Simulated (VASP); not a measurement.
# DyC3 (Fd-3m) in VASP: relaxation of cell and atoms with PBE

Aim: the relaxation of cell and atoms of DyC3 with PBE.

All numbers are computed with VASP 6.6.1; they aren't measurements. Logs are shortened: lines on timing, memory, paths and dates and some standing lists are left out, and cuts for length are marked.

## (1) The cell of the first run

It takes space group Fd-3m (No. 227, cubic). Conventional cell: a = 7.950 Å, b = 7.950 Å, c = 7.950 Å, α = 90.00°, β = 90.00°, γ = 90.00°. Within 2.3 Å of Dy (site symmetry -43m) lie 4 C at 1.72 Å. Within 4.3 Å of C (site symmetry -43m) lie 16 C at 3.30 to 3.44 Å and 10 Dy at 3.44 to 3.97 Å. C (site symmetry -3m) has 2 Dy at 1.72 Å within 2.3 Å.

The cell was generated, and may not be a known phase.

## (2) Relaxation of cell and atoms, PBE

INCAR reads:

```
SYSTEM = DyC3
PREC = Accurate ; ENCUT = 600
EDIFF = 1E-7 ; ISMEAR = 0
SIGMA = 0.2 ; LREAL = .False.
LASPH = .True. ; NELM = 200
ALGO = Normal ; ISIF = 3
LWAVE = .False. ; LCHARG = .False.
GGA = PE ; IBRION = 2
NSW = 36 ; EDIFFG = -0.08
GGA_COMPAT = .False. ; NELMIN = 4
LMAXMIX = 6
```

KPOINTS reads:

```
Automatic mesh
0
Gamma
  4 4 4
  0 0 0
```

POSCAR reads:

```
DyC3
1.0
    0.0000000000      3.9747980100      3.9747980100
    3.9747980100      0.0000000000      3.9747980100
    3.9747980100      3.9747980100      0.0000000000
Dy C
2 6
Direct
    0.2500000000      0.2500000000      0.2500000000
    0.0000000000      0.0000000000      0.0000000000
    0.7500000000      0.7500000000      0.7500000000
    0.5000000000      0.5000000000      0.5000000000
    0.1250000000      0.1250000000      0.1250000000
    0.1250000000      0.1250000000      0.6250000000
    0.1250000000      0.6250000000      0.1250000000
    0.6250000000      0.1250000000      0.1250000000
```

Potentials or basis: VASP PAW PBE potentials, release 64 (Dy_3, C), 4f in core.

On the command line:

```bash
> cat potpaw_PBE.64/Dy_3/POTCAR potpaw_PBE.64/C/POTCAR > POTCAR
> mpirun -np 1 vasp_std > vasp.out
```

OUTCAR:

```text
SYSTEM = DyC3
   PREC = Accurate
   ENCUT = 600
   EDIFF = 1E-7
   ISMEAR = 0
   LREAL = .False.
   LASPH = .True.
   NELM = 200
   ISIF = 3
   GGA = PE
   IBRION = 2
   NSW = 36
   EDIFFG = -0.08
   NELMIN = 4

 ion  position               nearest neighbor table
   1  0.250  0.250  0.250-   6 1.72   7 1.72   8 1.72   5 1.72   2 3.44   2 3.44   2 3.44   2 3.44

   2  0.000  0.000  0.000-   6 1.72   7 1.72   8 1.72   5 1.72   1 3.44   1 3.44   1 3.44   1 3.44

   3  0.750  0.750  0.750-
   4  0.500  0.500  0.500-
   5  0.125  0.125  0.125-   1 1.72   2 1.72
   6  0.125  0.125  0.625-   1 1.72   2 1.72
   7  0.125  0.625  0.125-   1 1.72   2 1.72
   8  0.625  0.125  0.125-   1 1.72   2 1.72

  LATTYP: Found a face centered cubic cell.
 ALAT       =     7.9495960200

  Lattice vectors:

 A1 = (   0.0000000000,   3.9747980100,   3.9747980100)
 A2 = (   3.9747980100,   0.0000000000,   3.9747980100)
 A3 = (   3.9747980100,   3.9747980100,   0.0000000000)

Analysis of symmetry for initial positions (statically):
=====================================================================
 Subroutine PRICEL returns:
 Original cell was already a primitive cell.

 Routine SETGRP: Setting up the symmetry group for a
 face centered cubic supercell.

 Subroutine GETGRP returns: Found 48 space group operations
 (whereof 24 operations were pure point group operations)
 out of a pool of 48 trial point group operations.

The static configuration has the point symmetry T_d .
 The point group associated with its full space group is O_h .

Analysis of symmetry for dynamics (positions and initial velocities):
=====================================================================
 Subroutine PRICEL returns:
 Original cell was already a primitive cell.

 Routine SETGRP: Setting up the symmetry group for a
 face centered cubic supercell.

 Subroutine GETGRP returns: Found 48 space group operations
 (whereof 24 operations were pure point group operations)
 out of a pool of 48 trial point group operations.

The dynamic configuration has the point symmetry T_d .
 The point group associated with its full space group is O_h .

 Subroutine INISYM returns: Found 48 space group operations
 (whereof 24 operations are pure point group operations),
 and found     1 'primitive' translations

----------------------------------------------------------------------------------------

                                     Primitive cell

  volume of cell :     125.5958

  direct lattice vectors                    reciprocal lattice vectors
     0.000000000  3.974798010  3.974798010    -0.125792556  0.125792556  0.125792556
     3.974798010  0.000000000  3.974798010     0.125792556 -0.125792556  0.125792556
     3.974798010  3.974798010  0.000000000     0.125792556  0.125792556 -0.125792556

  length of vectors
     5.621213253  5.621213253  5.621213253     0.217879098  0.217879098  0.217879098

  position of ions in fractional coordinates (direct lattice)
     0.250000000  0.250000000  0.250000000
     0.000000000  0.000000000  0.000000000
     0.750000000  0.750000000  0.750000000
     0.500000000  0.500000000  0.500000000
     0.125000000  0.125000000  0.125000000
     0.125000000  0.125000000  0.625000000
     0.125000000  0.625000000  0.125000000
     0.625000000  0.125000000  0.125000000

  ion indices of the primitive-cell ions
   primitive index   ion index
                 1           1
                 2           2
                 3           3
                 4           4
                 5           5
                 6           6
                 7           7
                 8           8

----------------------------------------------------------------------------------------

 KPOINTS: Automatic mesh

Automatic generation of k-mesh.
 Grid dimensions read from file:
 generate k-points for:    4    4    4

 Generating k-lattice:

  Cartesian coordinates                     Fractional coordinates (reciprocal lattice)
    -0.031448139  0.031448139  0.031448139     0.250000000  0.000000000  0.000000000
     0.031448139 -0.031448139  0.031448139     0.000000000  0.250000000  0.000000000
     0.031448139  0.031448139 -0.031448139     0.000000000  0.000000000  0.250000000

  Length of vectors
     0.054469774  0.054469774  0.054469774

  Shift w.r.t. Gamma in fractional coordinates (k-lattice)
     0.000000000  0.000000000  0.000000000

 Subroutine IBZKPT returns following result:
 ===========================================

 Found      8 irreducible k-points:

 Following reciprocal coordinates:
            Coordinates               Weight
  0.000000  0.000000  0.000000      1.000000
  0.250000  0.000000  0.000000      8.000000
  0.500000  0.000000  0.000000      4.000000
  0.250000  0.250000  0.000000      6.000000
  0.500000  0.250000  0.000000     24.000000
 -0.250000  0.250000  0.000000     12.000000
  0.500000  0.500000  0.000000      3.000000
 -0.250000  0.500000  0.250000      6.000000
   k-points           NKPTS =      8   k-points in BZ     NKDIM =      8   number of bands    NBANDS=     26
   number of dos      NEDOS =    301   number of ions     NIONS =      8
   total plane-waves  NPLWV = 110592
   dimension x,y,z NGX =    48 NGY =   48 NGZ =   48
   dimension x,y,z NGXF=    96 NGYF=   96 NGZF=   96
   ions per type =               2   6
   NGX,Y,Z   is equivalent  to a cutoff of  14.20, 14.20, 14.20 a.u.
   NGXF,Y,Z  is equivalent  to a cutoff of  28.39, 28.39, 28.39 a.u.
 SYSTEM =  DyC3
   PREC   = accura    normal or accurate (medium, high low for compatibility)
   ISTART =      0    job   : 0-new  1-cont  2-samecut
   ICHARG =      2    charge: 1-file 2-atom 10-const
   ISPIN  =      1    spin polarized calculation?
   LNONCOLLINEAR =      F non collinear calculations
   LSORBIT =      F    spin-orbit coupling
   LASPH  =      T    aspherical Exc in radial PAW
   ENCUT  =  600.0 eV  44.10 Ry    6.64 a.u.  11.23 11.23 11.23*2*pi/ulx,y,z
   NELM   =    200;   NELMIN=  4; NELMDL= -5     # of ELM steps
   EDIFF  = 0.1E-06   stopping-criterion for ELM
   LREAL  =      F    real-space projection
   EDIFFG = -.8E-01   stopping-criterion for IOM
   NSW    =     36    number of steps for IOM
   IBRION =      2    ionic relax: 0-MD 1-quasi-New 2-CG
   NFREE  =      1    steps in history (QN), initial steepest desc. (CG)
   ISIF   =      3    stress and relaxation
   ISYM   =      2    0-nonsym 1-usesym 2-fastsym
   POTIM  = 0.5000    time-step for ionic-motion
   TEBEG  =    0.0;   TEEND  =   0.0 temperature during run
   PSTRESS=    0.0 pullay stress
   NELECT =      42.0000    total number of electrons
   NUPDOWN=      -1.0000    fix difference up-down
   EMIN   =  10.00;   EMAX   =-10.00  energy-range for DOS
   EFERMI =   0.00;   METHOD = LEGACY
   ISMEAR =     0;   SIGMA  =   0.20  broadening in eV -4-tet -1-fermi 0-gaus
   EFERMI_NEDOS =   21; number of points for ismear=-14 and -15
   IALGO  =     38    algorithm
   IMIX   =      4    mixing-type and parameters
     AMIX     =   0.40;   BMIX     =  1.00
     AMIX_MAG =   1.60;   BMIX_MAG =  1.00
  volume/ion in A,a.u.               =      15.70       105.95
  Fermi-wavevector in a.u.,A,eV,Ry     =   1.136317  2.147328 17.568067  1.291216
  Thomas-Fermi vector in A             =   2.273022
   LORBIT       =      0    0 simple, 1 ext, 2 COOP (PROOUT), +10 PAW based schemes
   GGA     = PE    functional components
   LHFCALC =     F    Hartree Fock is set to
   AEXX    =    0.0000 exact exchange contribution
   IVDW    =     0    specifies the selected vdW correction
   LEPSILON=     F    determine dielectric tensor
   LRPA    =     F    only Hartree local field effects (RPA)
 conjugate gradient relaxation of ions
 non-spin polarized calculation
 Gauss-broadening in eV      SIGMA  =   0.20
  energy-cutoff  :      600.00
  volume of cell :      125.60
 maximum number of plane-waves:      4279
 NGX is ok and might be reduce to    48
   NGX = 23   NGY = 23   NGZ = 23

--------------------------------------- Ionic step        1  -------------------------------------------

 number of electron      41.9999999 magnetization

 Free energy of the ion-electron system (eV)
  ---------------------------------------------------
  ext. energy  EPLUGINS =         0.00000000
  ---------------------------------------------------
  free energy    TOTEN  =       -12.60727775 eV

  energy without entropy =      -12.40023831  energy(sigma->0) =      -12.50375803

 E-fermi :   1.1698     XC(G=0):  -9.5889

 val. band max:        1.1231596812   @ k =   0.5000   0.0000   0.0000
 cond. band min:       1.2114315565   @ k =   0.2500   0.0000   0.0000
 fundamental gap:      0.0882718754
 Fermi energy:         1.1698448949

 k-point     1 :       0.0000    0.0000    0.0000
  band No.  band energies     occupation
      1     -21.9079      2.00000
      2     -21.9079      2.00000
      3     -21.9079      2.00000
      4     -21.4429      2.00000
      5     -21.4429      2.00000
      6     -21.4429      2.00000
[... 18 lines left out ...]
     25       2.0122      0.00000
     26       2.0122      0.00000

 k-point     2 :       0.2500    0.0000    0.0000
  band No.  band energies     occupation
      1     -21.9326      2.00000
      2     -21.9326      2.00000
      3     -21.9035      2.00000
      4     -21.4565      2.00000
      5     -21.4159      2.00000
      6     -21.4159      2.00000
[... 298 lines left out ...]
 POSITION                                       TOTAL-FORCE (eV/Angst)
 -----------------------------------------------------------------------------------
      2.50777      2.50777      2.50777         0.000000      0.000000     -0.000000
      0.00000      0.00000      0.00000        -0.000000      0.000000      0.000000
      7.52331      7.52331      7.52331         0.000000     -0.000000      0.000000
      5.01554      5.01554      5.01554        -0.000000     -0.000000      0.000000
      1.25388      1.25388      1.25388         0.000000     -0.000000      0.000000
      3.76165      3.76165      1.25388         0.000000     -0.000000      0.000000
      3.76165      1.25388      3.76165         0.000000     -0.000000      0.000000
      1.25388      3.76165      3.76165         0.000000     -0.000000      0.000000
 -----------------------------------------------------------------------------------
    total drift:                               -0.000000      0.000000      0.000000

  FREE ENERGIE OF THE ION-ELECTRON SYSTEM (eV)
  ---------------------------------------------------
  free  energy   TOTEN  =       -28.7811543603 eV

  energy  without entropy=      -28.3716648534  energy(sigma->0) =      -28.57640961

--------------------------------------- Ionic step        4  -------------------------------------------

 number of electron      42.0000003 magnetization

 Free energy of the ion-electron system (eV)
  ---------------------------------------------------
  ext. energy  EPLUGINS =         0.00000000
  ---------------------------------------------------
  free energy    TOTEN  =       -28.85623493 eV

  energy without entropy =      -28.42683025  energy(sigma->0) =      -28.64153259

 E-fermi :  -2.0800     XC(G=0):  -6.6296

 val. band max:       -2.1026439241   @ k =   0.2500   0.0000   0.0000
 cond. band min:      -2.0588686530   @ k =   0.2500   0.2500   0.0000
 fundamental gap:      0.0437752711
 Fermi energy:        -2.0800422478

 k-point     1 :       0.0000    0.0000    0.0000
  band No.  band energies     occupation
      1     -22.9779      2.00000
      2     -22.9779      2.00000
      3     -22.9779      2.00000
      4     -22.9036      2.00000
      5     -22.9036      2.00000
      6     -22.9036      2.00000
[... 18 lines left out ...]
     25      -1.2757      0.00000
     26      -1.2756      0.00000

 k-point     2 :       0.2500    0.0000    0.0000
  band No.  band energies     occupation
      1     -22.9798      2.00000
      2     -22.9798      2.00000
      3     -22.9731      2.00000
      4     -22.9087      2.00000
      5     -22.9016      2.00000
      6     -22.9016      2.00000
[... 205 lines left out ...]
 VOLUME and BASIS-vectors are now :
 -----------------------------------------------------------------------------
  energy-cutoff  :      600.00
  volume of cell :      267.74
      direct lattice vectors                 reciprocal lattice vectors
     0.000000000  5.115580936  5.115580936    -0.097740610  0.097740610  0.097740610
     5.115580936  0.000000000  5.115580936     0.097740610 -0.097740610  0.097740610
     5.115580936  5.115580936  0.000000000     0.097740610  0.097740610 -0.097740610

 POSITION                                       TOTAL-FORCE (eV/Angst)
 -----------------------------------------------------------------------------------
      2.55779      2.55779      2.55779        -0.000000     -0.000000     -0.000000
     10.23116     10.23116     10.23116         0.000000     -0.000000      0.000000
      7.67337      7.67337      7.67337        -0.000000      0.000000      0.000000
      5.11558      5.11558      5.11558         0.000000      0.000000      0.000000
      1.27890      1.27890      1.27890        -0.000000      0.000000      0.000000
      3.83669      3.83669      1.27890        -0.000000      0.000000      0.000000
      3.83669      1.27890      3.83669        -0.000000      0.000000      0.000000
      1.27890      3.83669      3.83669        -0.000000      0.000000      0.000000
 -----------------------------------------------------------------------------------
    total drift:                               -0.000000      0.000000      0.000000

  FREE ENERGIE OF THE ION-ELECTRON SYSTEM (eV)
  ---------------------------------------------------
  free  energy   TOTEN  =       -28.8562349326 eV

  energy  without entropy=      -28.4268302501  energy(sigma->0) =      -28.64153259

 reached required accuracy - stopping structural energy minimisation
```

Run time: 4.1 min. Hardware: 1 thread of Intel Xeon 6975P-C (Granite Rapids), shared host; peak memory 0.35 GiB.

Results:

```
Free energy                           : -28.8562 eV
Relaxed volume                        : 33.47 Å³/atom
Relaxed cell                          : a = 7.235 Å, b = 7.235 Å, c = 7.235 Å, α = 60.00°, β = 60.00°, γ = 60.00°
Space group after relaxing (to 0.1 Å) : Fd-3m (No. 227)
Energy gained by relaxing             : 2031.1 meV/atom
Ionic steps                           : 4
Pressure after relaxing               : 0.0 GPa
Band gap on the k mesh                : zero (bands 21 and 22 overlap by 0.26 eV)
```

Step by step:
```tsv
step	energy change (eV)	largest force (eV/Å)	pressure (GPa)	volume (Å³)
1	0.0000	0.0000	66.71	125.60
2	-16.1501	0.0000	-1.65	285.84
3	-16.1739	0.0000	1.66	252.34
4	-16.2490	0.0000	-0.04	267.74
```

Final structure:
```
CELL_PARAMETERS angstrom
0.00000 5.11558 5.11558
5.11558 0.00000 5.11558
5.11558 5.11558 0.00000
ATOMIC_POSITIONS crystal
Dy 0.25000 0.25000 0.25000
Dy 0.00000 0.00000 0.00000
C 0.75000 0.75000 0.75000
C 0.50000 0.50000 0.50000
C 0.12500 0.12500 0.12500
C 0.12500 0.12500 0.62500
C 0.12500 0.62500 0.12500
C 0.62500 0.12500 0.12500
```

Levels at points of the mesh, in eV from the Fermi level:
| k point | band 18 | band 19 | band 20 | band 21 | band 22 | band 23 | band 24 | band 25 |
| --- | --- | --- | --- | --- | --- | --- | --- | --- |
| (0.00, 0.00, 0.00) | -0.95 | -0.09 | -0.09 | -0.09 | 0.08 | 0.08 | 0.08 | 0.80 |
| (0.50, 0.00, 0.00) | -0.30 | -0.29 | -0.29 | -0.28 | -0.05 | 0.12 | 0.12 | 0.40 |
| (0.50, 0.50, 0.00) | -0.34 | -0.31 | -0.31 | -0.17 | -0.17 | 0.14 | 0.14 | 0.23 |

Caveat: the volume moved by over 15 % at a fixed basis, so the end points are rough; the highest band is partly filled, so the run has too few bands; spin-orbit coupling is left out, which moves the levels of the heavy elements; the 4f electrons are frozen in the core, so they carry no moment and show no levels. Spin polarisation is off, so any magnetic state and its effect on volume and gap are missing.

The gap in the log of VASP goes by the Fermi energy; the results here count the filled bands.